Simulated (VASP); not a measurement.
# Be (a cell with a defect) in VASP: further runs, part 2 of 2

VASP 6.6.1. Earlier steps stand in the parts before.

## 4. Single point, PBEsol

Input file INCAR:

```
SYSTEM = Be
  PREC = Accurate
  ENCUT = 520
  EDIFF = 1E-6
  ISMEAR = 0
  SIGMA = 0.1
  LREAL = Auto
  LASPH = .TRUE.
  NELM = 60
  ALGO = Normal
  ISIF = 2
  LWAVE = .FALSE.
  LCHARG = .TRUE.
  GGA = PS
  LELF = .TRUE.
  LVHAR = .TRUE.
  NBANDS = 40
```

Input file KPOINTS:

```
regular mesh
0
G
  6 6 4
  0 0 0
```

Input file POSCAR:

```
Be
1.0
   -4.9856521339      2.4928260670     -2.4928260670
   -2.4928260670     -2.4928260670     -4.9856521339
   -4.9856521339     -2.4928260670      2.4928260670
Be
23
Direct
    0.9131460394      0.6666666488      0.2843324127
    0.4344339400      0.6666666488      0.7388944116
    0.5413444275      0.6666666488      0.3575678672
    0.6701872514      0.6666666488     -0.0343324194
    0.0419888902      0.6666666488      0.8924320992
    0.1488994780      0.6666666488      0.5111056551
    0.2916666588      0.6666666488      0.1249999966
    0.7072041073      0.3223411148      0.8697488079
    0.8309866771      0.3600592163      0.5041664425
    0.9502936037      0.3494129327      0.1249998964
    0.4627594889      0.3244809886      0.6249999832
    0.5878973478      0.3263084995      0.2427800752
    0.0589541733      0.3600592163      0.7458336242
    0.2204547444      0.3223411148      0.3802511585
    0.3357941191      0.3263084995      0.0072199181
    0.7523467140     -0.0267258919      0.7458336242
    0.8761292838      0.0109922096      0.3802512588
    0.3628785733      0.0109922096      0.8697488079
    0.5243792446     -0.0267258919      0.5041664425
    0.6330397205     -0.0160794746      0.1249999966
    0.1205738288      0.0088523358      0.6249999832
    0.2475391985      0.0070248249      0.2427800752
   -0.0045640302      0.0070248249      0.0072199181
```

Command:

```sh
cat potpaw_PBE.64/Be/POTCAR > POTCAR
mpirun -np 1 vasp_std > vasp.out
```

It took 21 min on 1 thread of AMD EPYC, shared host; peak memory 0.4 GiB.

The run converged. Its results:

| Property | Result |
| --- | --- |
| Free energy | -90.4656 eV |
| Pressure | -2.1 GPa |
| Largest force | 0.017 eV/Å |
| Band gap on the k mesh | zero (bands 23 and 24 overlap by 2.22 eV) |

Forces in eV/Å, atoms in the order of the input:
```
Be   0.004  0.000  0.000
Be   0.012  0.009 -0.009
Be   0.006  0.007 -0.007
Be  -0.004  0.000  0.000
Be  -0.006 -0.007  0.007
Be  -0.012 -0.009  0.009
Be   0.000  0.000  0.000
Be  -0.001  0.006 -0.002
Be  -0.004 -0.002  0.002
Be   0.000 -0.007 -0.007
Be   0.000 -0.001 -0.001
Be   0.000 -0.001 -0.004
Be   0.004  0.002 -0.002
Be   0.001 -0.002  0.006
Be   0.000 -0.004 -0.001
Be   0.004  0.002 -0.002
Be   0.001 -0.006  0.002
Be  -0.001  0.002 -0.006
Be  -0.004 -0.002  0.002
Be   0.000  0.007  0.007
Be   0.000  0.001  0.001
Be   0.000  0.004  0.001
Be   0.000  0.001  0.004
```

Stress tensor (GPa, compression positive):
```
-3.33 -0.21  0.21
-0.21 -1.46 -0.12
 0.21 -0.12 -1.46
```

Levels at points of the mesh, in eV from the Fermi level:
| k point | band 19 | band 20 | band 21 | band 22 | band 23 | band 24 | band 25 | band 26 | band 27 | band 28 |
| --- | --- | --- | --- | --- | --- | --- | --- | --- | --- | --- |
| (0.00, 0.00, 0.00) | -2.51 | -0.09 | -0.01 | 0.25 | 0.26 | 1.37 | 1.56 | 1.57 | 1.59 | 1.61 |
| (0.50, 0.00, 0.00) | -3.34 | -2.54 | -2.48 | -2.15 | -0.32 | 0.86 | 1.26 | 1.55 | 1.75 | 2.15 |
| (0.00, 0.50, 0.00) | -2.94 | -2.92 | -0.16 | -0.07 | 0.29 | 0.30 | 0.69 | 1.20 | 1.41 | 1.42 |
| (0.00, 0.00, 0.50) | -3.28 | -2.37 | -0.28 | -0.26 | -0.16 | -0.10 | 1.79 | 1.84 | 2.01 | 2.10 |
| (0.50, 0.00, 0.50) | -2.50 | -2.19 | -1.32 | -0.59 | -0.05 | 0.00 | 0.39 | 0.56 | 1.12 | 1.25 |
| (0.00, 0.50, 0.50) | -2.89 | -2.60 | -2.29 | -2.12 | -1.48 | -1.36 | 1.40 | 1.46 | 1.77 | 1.91 |

Caveat: the PAW data sets were made with another functional, which shifts forces and pressure a little.

## 5. Single point, PBEsol

Input file INCAR:

```
  PREC = Accurate
  ENCUT = 520
  EDIFF = 1E-6
  ISMEAR = 0
  SIGMA = 0.1
  LREAL = Auto
  LASPH = True
  NELM = 60
  ALGO = Normal
  ISIF = 2
  LWAVE = False
  LCHARG = True
  GGA = PS
  LELF = True
  LVHAR = True
  NBANDS = 40
```

Input file KPOINTS:

```
regular mesh
0
Gamma
  6 6 4
```

Input file POSCAR:

```
Be
1.0
   -4.9856521339      2.4928260670     -2.4928260670
   -2.4928260670     -2.4928260670     -4.9856521339
   -4.9856521339     -2.4928260670      2.4928260670
Be
23
Direct
    0.8541667942      0.6666666488      0.4374999381
    0.4390325360      0.6666666488      0.7399945686
    0.5446193250      0.6666666488      0.3587399305
    0.6648358953      0.6666666488     -0.0281073561
    0.0434974190      0.6666666488      0.9031073326
    0.1637139893      0.6666666488      0.5162600460
    0.2693007783      0.6666666488      0.1350054079
    0.7102315280      0.3188716923      0.8681760949
    0.8312012261      0.3338112291      0.5006874593
    0.9522105713      0.3677109067      0.1304310815
    0.4612246847      0.3243879216      0.6320766903
    0.5893872900      0.3243880553      0.2429234867
    0.0550785519      0.3677107730      0.7445690955
    0.2099875079      0.3338112291      0.3743125172
    0.3458967761      0.3188718261      0.0068237813
    0.7561226493     -0.0343774486      0.7445690955
    0.8771320613     -0.0004779047      0.3743125172
    0.3624365716      0.0144616320      0.8681760949
    0.4983458064     -0.0004779047      0.5006874593
    0.6532548292     -0.0343775823      0.1304310815
    0.1189458572      0.0089454028      0.6320765901
    0.2471086965      0.0089452691      0.2429234867
   -0.0018982137      0.0144616320      0.0068238816
```

Command:

```sh
cat potpaw_PBE.64/Be/POTCAR > POTCAR
mpirun -np 1 vasp_std > vasp.out
```

Wall time 22 min (1 thread of AMD EPYC, shared host); peak memory 0.4 GiB.

Results (log left out):

```yaml
Free_energy: -90.0346 eV
Pressure: -1.5 GPa
Largest_force: 0.017 eV/Å
Band_gap_on_the_k_mesh: zero (bands 23 and 24 overlap by 2.09 eV)
```

Forces on the atoms (eV/Å):
```
Be   0.000  0.000  0.000
Be   0.010  0.008 -0.008
Be  -0.005  0.005 -0.005
Be  -0.005 -0.009  0.009
Be   0.005  0.009 -0.009
Be   0.005 -0.005  0.005
Be  -0.010 -0.008  0.008
Be   0.013  0.011 -0.001
Be  -0.007 -0.011 -0.011
Be  -0.012 -0.004  0.006
Be   0.001 -0.007  0.000
Be  -0.001  0.000 -0.007
Be   0.012  0.006 -0.004
Be   0.007 -0.011 -0.011
Be  -0.013 -0.001  0.011
Be   0.012  0.004 -0.006
Be   0.007  0.011  0.011
Be   0.013  0.001 -0.011
Be  -0.007  0.011  0.011
Be  -0.012 -0.006  0.004
Be   0.001  0.000  0.007
Be  -0.001  0.007  0.000
Be  -0.013 -0.011  0.001
```

Stress tensor (GPa, compression positive):
```
-3.89 -0.45  0.45
-0.45 -0.24 -0.12
 0.45 -0.12 -0.24
```

Levels at points of the mesh, in eV from the Fermi level:
| k point | band 20 | band 21 | band 22 | band 23 | band 24 | band 25 | band 26 | band 27 |
| --- | --- | --- | --- | --- | --- | --- | --- | --- |
| (0.00, 0.00, 0.00) | -0.07 | -0.01 | 0.11 | 0.26 | 1.29 | 1.39 | 1.46 | 1.56 |
| (0.50, 0.00, 0.00) | -2.78 | -2.47 | -2.07 | -0.46 | 1.02 | 1.17 | 1.47 | 1.84 |
| (0.00, 0.50, 0.00) | -2.84 | -0.44 | -0.05 | 0.37 | 0.50 | 0.78 | 0.97 | 1.29 |
| (0.00, 0.00, 0.50) | -1.95 | -0.20 | -0.19 | -0.18 | -0.17 | 1.43 | 1.60 | 1.74 |
| (0.50, 0.00, 0.50) | -2.12 | -1.44 | -0.57 | -0.14 | -0.04 | 0.63 | 0.71 | 0.87 |
| (0.00, 0.50, 0.50) | -2.40 | -2.25 | -2.08 | -1.63 | -1.30 | 1.30 | 1.44 | 1.46 |

Caveat: the PAW data sets were made with another functional, which shifts forces and pressure a little.

## 6. Overview

| cell | gap on the mesh (eV) | pressure (GPa) | largest force (eV/Å) |
| --- | --- | --- | --- |
| as given, atomic positions A | none | -1.5 | 0.01 |
| as given, atomic positions B | none | -2.1 | 0.02 |
| as given, atomic positions C | none | -1.5 | 0.02 |

Alike in all rows: task single point; level PBEsol; potentials or basis VASP PAW PBE potentials, release 64 (Be); no spin polarisation; k mesh 6 × 6 × 4; cutoff (eV) 520; smearing gaussian 0.1 eV.

Caveats: the PAW data sets were made with another functional, which shifts forces and pressure a little.

Total energies depend on the potentials used, so only differences within one code and one set of settings carry meaning.
